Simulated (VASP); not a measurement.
Ta4O:

```
Ta O
1.0
     4.39351    0.00000    0.00000
     0.00000    4.39351    0.00000
     0.00000    0.00000    4.39351
Ta O
4 1
Direct
  0.26369 0.73631 0.26369
  0.73631 0.26369 0.26369
  0.73631 0.73631 0.73631
  0.26369 0.26369 0.73631
  0.00000 0.00000 0.00000
```

Base run:

```yaml
Program: VASP 6.6.1
Functional: PBE
Potentials_or_basis: VASP PAW PBE potentials, release 64 (Ta_sv_GW, O)
Cutoff: 600 eV
k_mesh: 4 × 4 × 4
Occupations: gaussian, width 0.1 eV
Spin: collinear spin, ferromagnetic start
Starting_moments: "[1.0, 1.0, 1.0, 1.0, 0.0] μB"
```

Its results: band gap on the k mesh zero (filled and empty bands overlap); pressure 0.0 GPa; net moment 0.00 μB per cell; largest force 0.069 eV/Å.

Q: The run is repeated on the same cell with these changes: potentials or basis from VASP PAW PBE potentials, release 64 (Ta_sv_GW, O) to VASP PAW PBE potentials, release 64 (Ta_pv, O); cutoff from 600 eV to 520 eV; further incar settings from ALGO = Normal; EDIFF = 1e-06; NBANDS = 41 to ALGO = Normal; EDIFF = 1e-06; NBANDS = 37; valence electrons from 58 to 50. What comes out?

A: Band gap on the k mesh zero (filled and empty bands overlap); pressure 0.5 GPa; net moment 0.00 μB per cell; largest force 0.083 eV/Å.

Caveats: spin-orbit coupling is left out, which moves the levels of the heavy elements.
